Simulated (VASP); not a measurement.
# Bi3Pt (Pm-3m) in VASP: a series of runs

The runs below take Bi3Pt through single point, relaxation of cell and atoms, with PBE.

Program: VASP 6.6.1. These are calculated values, not measurements. Logs are shortened: lines on timing, memory, paths and dates and some standing lists are left out, and cuts for length are marked.

### Step 1. The cell of the first run

It takes space group Pm-3m (No. 221, cubic). The conventional cell has a = 4.736 Å, b = 4.736 Å, c = 4.736 Å, α = 90.00°, β = 90.00°, γ = 90.00°. Bi (site symmetry 4/mmm) has 8 Bi at 3.35 Å and 4 Pt at 3.35 Å within 4.4 Å. Within 4.4 Å of Pt (site symmetry m-3m) lie 12 Bi at 3.35 Å.

The cell was generated, and may not be a known phase.

### Step 2. Single point, PBE

File INCAR:

```
PREC = Accurate ; ENCUT = 520
EDIFF = 1E-7 ; ISMEAR = 0
SIGMA = 0.1 ; LREAL = F
LASPH = T ; NELM = 60
ALGO = Fast ; ISIF = 2
LWAVE = F ; LCHARG = F
GGA = PE ; NBANDS = 36
```

File KPOINTS:

```
Automatic mesh
0
Gamma
  10 10 10
```

File POSCAR:

```
Bi3Pt
1.0
    4.7358024758      0.0000000000      0.0000000000
    0.0000000000      4.7358024758      0.0000000000
    0.0000000000      0.0000000000      4.7358024758
Bi Pt
3 1
Direct
    0.0000000000      0.5000000000      0.5000000000
    0.5000000000      0.0000000000      0.5000000000
    0.5000000000      0.5000000000      0.0000000000
    0.0000000000      0.0000000000      0.0000000000
```

Potentials or basis: VASP PAW PBE potentials, release 64 (Bi_d, Pt).

The run is started by

```bash
cat potpaw_PBE.64/Bi_d/POTCAR potpaw_PBE.64/Pt/POTCAR > POTCAR
mpirun -np 1 vasp_std > vasp.out
```

OUTCAR:

```text
PREC = Accurate
   ENCUT = 520
   EDIFF = 1E-7
   ISMEAR = 0
   LREAL = F
   LASPH = T
   NELM = 60
   ISIF = 2
   GGA = PE

 ion  position               nearest neighbor table
   1  0.000  0.500  0.500-   2 3.35   3 3.35   4 3.35   3 3.35   4 3.35   2 3.35   4 3.35   4 3.35
                             2 3.35   3 3.35   3 3.35   2 3.35
   2  0.500  0.000  0.500-   1 3.35   3 3.35   4 3.35   3 3.35   4 3.35   1 3.35   3 3.35   3 3.35
                             1 3.35   4 3.35   4 3.35   1 3.35
   3  0.500  0.500  0.000-   1 3.35   2 3.35   4 3.35   1 3.35   2 3.35   2 3.35   4 3.35   2 3.35
                             1 3.35   4 3.35   1 3.35   4 3.35
   4  0.000  0.000  0.000-   1 3.35   2 3.35   3 3.35   1 3.35   2 3.35   1 3.35   3 3.35   1 3.35
                             2 3.35   3 3.35   2 3.35   3 3.35

  LATTYP: Found a simple cubic cell.
 ALAT       =     4.7358024758

  Lattice vectors:

 A1 = (   4.7358024758,   0.0000000000,   0.0000000000)
 A2 = (   0.0000000000,   4.7358024758,   0.0000000000)
 A3 = (   0.0000000000,   0.0000000000,   4.7358024758)

Analysis of symmetry for initial positions (statically):
=====================================================================
 Subroutine PRICEL returns:
 Original cell was already a primitive cell.

 Routine SETGRP: Setting up the symmetry group for a
 simple cubic supercell.

 Subroutine GETGRP returns: Found 48 space group operations
 (whereof 48 operations were pure point group operations)
 out of a pool of 48 trial point group operations.

The static configuration has the point symmetry O_h .

Analysis of symmetry for dynamics (positions and initial velocities):
=====================================================================
 Subroutine PRICEL returns:
 Original cell was already a primitive cell.

 Routine SETGRP: Setting up the symmetry group for a
 simple cubic supercell.

 Subroutine GETGRP returns: Found 48 space group operations
 (whereof 48 operations were pure point group operations)
 out of a pool of 48 trial point group operations.

The dynamic configuration has the point symmetry O_h .

 Subroutine INISYM returns: Found 48 space group operations
 (whereof 48 operations are pure point group operations),
 and found     1 'primitive' translations

----------------------------------------------------------------------------------------

                                     Primitive cell

  volume of cell :     106.2137

  direct lattice vectors                    reciprocal lattice vectors
     4.735802476  0.000000000  0.000000000     0.211157455  0.000000000  0.000000000
     0.000000000  4.735802476  0.000000000     0.000000000  0.211157455  0.000000000
     0.000000000  0.000000000  4.735802476     0.000000000  0.000000000  0.211157455

  length of vectors
     4.735802476  4.735802476  4.735802476     0.211157455  0.211157455  0.211157455

  position of ions in fractional coordinates (direct lattice)
     0.000000000  0.500000000  0.500000000
     0.500000000  0.000000000  0.500000000
     0.500000000  0.500000000  0.000000000
     0.000000000  0.000000000  0.000000000

  ion indices of the primitive-cell ions
   primitive index   ion index
                 1           1
                 2           2
                 3           3
                 4           4

----------------------------------------------------------------------------------------

 KPOINTS: Automatic mesh

Automatic generation of k-mesh.
 Grid dimensions read from file:
 generate k-points for:   10   10   10

 Generating k-lattice:

  Cartesian coordinates                     Fractional coordinates (reciprocal lattice)
     0.021115746  0.000000000  0.000000000     0.100000000  0.000000000  0.000000000
     0.000000000  0.021115746  0.000000000     0.000000000  0.100000000  0.000000000
     0.000000000  0.000000000  0.021115746     0.000000000  0.000000000  0.100000000

  Length of vectors
     0.021115746  0.021115746  0.021115746

  Shift w.r.t. Gamma in fractional coordinates (k-lattice)
     0.000000000  0.000000000  0.000000000

 Subroutine IBZKPT returns following result:
 ===========================================

 Found     56 irreducible k-points:

 Following reciprocal coordinates:
            Coordinates               Weight
  0.000000  0.000000  0.000000      1.000000
  0.100000  0.000000  0.000000      6.000000
  0.200000  0.000000  0.000000      6.000000
  0.300000  0.000000  0.000000      6.000000
  0.400000  0.000000  0.000000      6.000000
  0.500000  0.000000  0.000000      3.000000
[... 16 lines left out ...]
  0.200000  0.100000  0.100000     24.000000
  0.300000  0.100000  0.100000     24.000000
 [... further k-points ...]
   k-points           NKPTS =     56   k-points in BZ     NKDIM =     56   number of bands    NBANDS=     36
   number of dos      NEDOS =    301   number of ions     NIONS =      4
   total plane-waves  NPLWV =  46656
   dimension x,y,z NGX =    36 NGY =   36 NGZ =   36
   dimension x,y,z NGXF=    72 NGYF=   72 NGZF=   72
   ions per type =               3   1
   NGX,Y,Z   is equivalent  to a cutoff of  12.64, 12.64, 12.64 a.u.
   NGXF,Y,Z  is equivalent  to a cutoff of  25.27, 25.27, 25.27 a.u.
 SYSTEM =  unknown system
   PREC   = accura    normal or accurate (medium, high low for compatibility)
   ISTART =      0    job   : 0-new  1-cont  2-samecut
   ICHARG =      2    charge: 1-file 2-atom 10-const
   ISPIN  =      1    spin polarized calculation?
   LNONCOLLINEAR =      F non collinear calculations
   LSORBIT =      F    spin-orbit coupling
   LASPH  =      T    aspherical Exc in radial PAW
   ENCUT  =  520.0 eV  38.22 Ry    6.18 a.u.   8.81  8.81  8.81*2*pi/ulx,y,z
   NELM   =     60;   NELMIN=  2; NELMDL= -5     # of ELM steps
   EDIFF  = 0.1E-06   stopping-criterion for ELM
   LREAL  =      F    real-space projection
   EDIFFG = 0.1E-05   stopping-criterion for IOM
   NSW    =      0    number of steps for IOM
   IBRION =     -1    ionic relax: 0-MD 1-quasi-New 2-CG
   NFREE  =      0    steps in history (QN), initial steepest desc. (CG)
   ISIF   =      2    stress and relaxation
   ISYM   =      2    0-nonsym 1-usesym 2-fastsym
   POTIM  = 0.5000    time-step for ionic-motion
   TEBEG  =    0.0;   TEEND  =   0.0 temperature during run
   PSTRESS=    0.0 pullay stress
   NELECT =      55.0000    total number of electrons
   NUPDOWN=      -1.0000    fix difference up-down
   EMIN   =  10.00;   EMAX   =-10.00  energy-range for DOS
   EFERMI =   0.00;   METHOD = LEGACY
   ISMEAR =     0;   SIGMA  =   0.10  broadening in eV -4-tet -1-fermi 0-gaus
   EFERMI_NEDOS =   21; number of points for ismear=-14 and -15
   IALGO  =     68    algorithm
   IMIX   =      4    mixing-type and parameters
     AMIX     =   0.40;   BMIX     =  1.00
     AMIX_MAG =   1.60;   BMIX_MAG =  1.00
  volume/ion in A,a.u.               =      26.55       179.19
  Fermi-wavevector in a.u.,A,eV,Ry     =   1.314626  2.484283 23.514146  1.728241
  Thomas-Fermi vector in A             =   2.444865
   LORBIT       =      0    0 simple, 1 ext, 2 COOP (PROOUT), +10 PAW based schemes
   GGA     = PE    functional components
   LHFCALC =     F    Hartree Fock is set to
   AEXX    =    0.0000 exact exchange contribution
   IVDW    =     0    specifies the selected vdW correction
   LEPSILON=     F    determine dielectric tensor
   LRPA    =     F    only Hartree local field effects (RPA)
 non-spin polarized calculation
 RMM-DIIS sequential band-by-band and
 Gauss-broadening in eV      SIGMA  =   0.10
  energy-cutoff  :      520.00
  volume of cell :      106.21
 maximum number of plane-waves:      2897
 NGX is ok and might be reduce to    36
   NGX = 17   NGY = 17   NGZ = 17

 number of electron      55.0000009 magnetization

 Free energy of the ion-electron system (eV)
  ---------------------------------------------------
  ext. energy  EPLUGINS =         0.00000000
  ---------------------------------------------------
  free energy    TOTEN  =       -17.04851151 eV

  energy without entropy =      -17.04004382  energy(sigma->0) =      -17.04427766

 E-fermi :   8.6465     XC(G=0): -10.8887

 val. band max:        8.6322897874   @ k =   0.5000   0.3000   0.0000
 cond. band min:       8.6849120746   @ k =   0.3000   0.2000   0.1000
 fundamental gap:      0.0526222872
 Fermi energy:         8.6465394651

 k-point     1 :       0.0000    0.0000    0.0000
  band No.  band energies     occupation
      1     -14.7012      2.00000
      2     -14.7012      2.00000
      3     -14.7012      2.00000
      4     -14.6533      2.00000
      5     -14.5959      2.00000
      6     -14.5959      2.00000
[... 28 lines left out ...]
     35      15.5438      0.00000
     36      15.5952      0.00000

 k-point     2 :       0.1000    0.0000    0.0000
  band No.  band energies     occupation
      1     -14.7002      2.00000
      2     -14.6934      2.00000
      3     -14.6934      2.00000
      4     -14.6484      2.00000
      5     -14.5953      2.00000
      6     -14.5916      2.00000
[... 28 lines left out ...]
     35      15.7563      0.00000
     36      15.8330      0.00000

 k-point     3 :       0.2000    0.0000    0.0000
  band No.  band energies     occupation
      1     -14.6975      2.00000
      2     -14.6707      2.00000
      3     -14.6707      2.00000
      4     -14.6345      2.00000
      5     -14.5937      2.00000
      6     -14.5793      2.00000
[... 28 lines left out ...]
     35      15.9331      0.00000
     36      16.4015      0.00000

 k-point     4 :       0.3000    0.0000    0.0000
  band No.  band energies     occupation
      1     -14.6941      2.00000
      2     -14.6351      2.00000
      3     -14.6351      2.00000
      4     -14.6143      2.00000
      5     -14.5913      2.00000
      6     -14.5611      2.00000
[... 28 lines left out ...]
     35      15.8619      0.00000
     36      16.1847      0.00000

 k-point     5 :       0.4000    0.0000    0.0000
  band No.  band energies     occupation
      1     -14.6912      2.00000
      2     -14.5959      2.00000
      3     -14.5906      2.00000
      4     -14.5906      2.00000
      5     -14.5860      2.00000
      6     -14.5415      2.00000
[... 655 lines left out ...]
 k-point    22 :       0.1000    0.1000    0.1000
  band No.  band energies     occupation
      1     -14.6898      2.00000
      2     -14.6838      2.00000
      3     -14.6838      2.00000
      4     -14.6380      2.00000
      5     -14.5881      2.00000
      6     -14.5881      2.00000
[... 28 lines left out ...]
     35      15.7387      0.00000
     36      15.8042      0.00000

 k-point    23 :       0.2000    0.1000    0.1000
  band No.  band energies     occupation
      1     -14.6849      2.00000
      2     -14.6672      2.00000
      3     -14.6646      2.00000
      4     -14.6231      2.00000
      5     -14.5861      2.00000
      6     -14.5743      2.00000
[... 28 lines left out ...]
     35      15.4577      0.00000
     36      16.0987      0.00000

 k-point    24 :       0.3000    0.1000    0.1000
  band No.  band energies     occupation
      1     -14.6810      2.00000
      2     -14.6393      2.00000
      3     -14.6347      2.00000
      4     -14.6007      2.00000
      5     -14.5829      2.00000
      6     -14.5541      2.00000
[... 28 lines left out ...]
     35      15.4914      0.00000
     36      16.3684      0.00000

 [... further k-points ...]

------------------------ aborting loop because EDIFF is reached ----------------------------------------

  FORCE on cell =-STRESS in cart. coord.  units (eV):
  Direction    XX          YY          ZZ          XY          YZ          ZX
  --------------------------------------------------------------------------------------
  -------------------------------------------------------------------------------------
  Total       -0.0596088     -0.0596088     -0.0596088      0.0000000      0.0000000      0.0000000
  in kB       -0.8991668     -0.8991668     -0.8991668      0.0000000      0.0000000      0.0000000
  external PRESSURE =      -0.8991668 kB  Pullay stress =       0.0000000 kB

 VOLUME and BASIS-vectors are now :
 -----------------------------------------------------------------------------
  energy-cutoff  :      520.00
  volume of cell :      106.21
      direct lattice vectors                 reciprocal lattice vectors
     4.735802476  0.000000000  0.000000000     0.211157455  0.000000000  0.000000000
     0.000000000  4.735802476  0.000000000     0.000000000  0.211157455  0.000000000
     0.000000000  0.000000000  4.735802476     0.000000000  0.000000000  0.211157455

 POSITION                                       TOTAL-FORCE (eV/Angst)
 -----------------------------------------------------------------------------------
      0.00000      2.36790      2.36790         0.000000      0.000000      0.000000
      2.36790      0.00000      2.36790         0.000000      0.000000      0.000000
      2.36790      2.36790      0.00000         0.000000      0.000000      0.000000
      0.00000      0.00000      0.00000         0.000000      0.000000      0.000000
 -----------------------------------------------------------------------------------
    total drift:                                0.000000      0.000000      0.000000

  FREE ENERGIE OF THE ION-ELECTRON SYSTEM (eV)
  ---------------------------------------------------
  free  energy   TOTEN  =       -17.0485115106 eV

  energy  without entropy=      -17.0400438157  energy(sigma->0) =      -17.04427766
```

Wall time 81 s (1 thread of Intel Xeon 6975P-C (Granite Rapids), shared host); peak memory 0.32 GiB.

What came out:

```
Free energy            : -17.0485 eV
Pressure               : -0.1 GPa
Band gap on the k mesh : zero (an odd number of electrons rules out a gap without spin polarisation)
```

Caveat: spin-orbit coupling is left out, which moves the levels of the heavy elements.

### Step 3. Relaxation of cell and atoms, PBE

This run uses another cell than the first one, of 26.77 Å³/atom.

File INCAR:

```
SYSTEM = Bi3Pt
  ALGO = Fast
  EDIFF = 1E-7
  EDIFFG = -0.01
  ENCUT = 600
  GGA = PE
  IBRION = 2
  ISIF = 3
  ISMEAR = 0
  LASPH = .TRUE.
  LCHARG = .FALSE.
  LREAL = .FALSE.
  LWAVE = .FALSE.
  NELM = 80
  NSW = 100
  PREC = Accurate
  SIGMA = 0.1
```

File KPOINTS:

```
k-points
0
G
  10 10 10
  0 0 0
```

File POSCAR:

```
Bi3Pt
1.0
    4.7488447600      0.0000000000      0.0000000000
    0.0000000000      4.7488447600      0.0000000000
    0.0000000000      0.0000000000      4.7488447600
Bi Pt
3 1
Direct
    0.0000000000      0.5000000000      0.5000000000
    0.5000000000      0.0000000000      0.5000000000
    0.5000000000      0.5000000000      0.0000000000
    0.0000000000      0.0000000000      0.0000000000
```

Potentials or basis: VASP PAW PBE potentials, release 64 (Bi_d, Pt).

The run is started by

```bash
cat potpaw_PBE.64/Bi_d/POTCAR potpaw_PBE.64/Pt/POTCAR > POTCAR
mpirun -np 1 vasp_std > vasp.out
```

Run time: 4 min. Hardware: 1 thread of Intel Xeon 6975P-C (Granite Rapids), shared host; peak memory 0.4 GiB.

It converged, with:

| Property | Result |
| --- | --- |
| Free energy | -17.0485 eV |
| Relaxed volume | 26.54 Å³/atom |
| Relaxed cell | a = 4.735 Å, b = 4.735 Å, c = 4.735 Å, α = 90.00°, β = 90.00°, γ = 90.00° |
| Space group after relaxing (to 0.1 Å) | Pm-3m (No. 221) |
| Energy gained by relaxing | 0.5 meV/atom |
| Ionic steps | 3 |
| Pressure after relaxing | 0.0 GPa |
| Band gap on the k mesh | zero (an odd number of electrons rules out a gap without spin polarisation) |

The path:
```tsv
step	energy change (eV)	largest force (eV/Å)	pressure (GPa)	volume (Å³)
1	0.0000	0.0000	-0.62	107.09
2	-0.0008	0.0000	0.48	105.49
3	-0.0018	0.0000	0.01	106.16
```

Final structure:
```
CELL_PARAMETERS angstrom
4.73503 0.00000 0.00000
0.00000 4.73503 0.00000
0.00000 0.00000 4.73503
ATOMIC_POSITIONS crystal
Bi 0.00000 0.50000 0.50000
Bi 0.50000 0.00000 0.50000
Bi 0.50000 0.50000 0.00000
Pt 0.00000 0.00000 0.00000
```

Levels at points of the mesh, in eV from the Fermi level:
```csv
k point,band 24,band 25,band 26,band 27,band 28,band 29,band 30,band 31,band 32,band 33
"(0.00, 0.00, 0.00)",-2.25,-2.12,-2.12,-1.39,0.91,0.91,0.91,2.83,2.83,2.83
"(0.50, 0.00, 0.00)",-1.97,-1.35,-1.35,-0.98,-0.98,-0.62,1.26,3.29,3.29,3.94
"(0.50, 0.50, 0.00)",-2.11,-1.86,-1.17,-1.15,-1.15,0.95,0.95,2.19,3.47,4.07
"(0.50, 0.50, 0.50)",-2.00,-2.00,-1.84,-1.84,-1.84,4.22,4.22,4.67,4.67,4.67
```

Caveat: spin-orbit coupling is left out, which moves the levels of the heavy elements.

The gap in the log of VASP goes by the Fermi energy; the results here count the filled bands.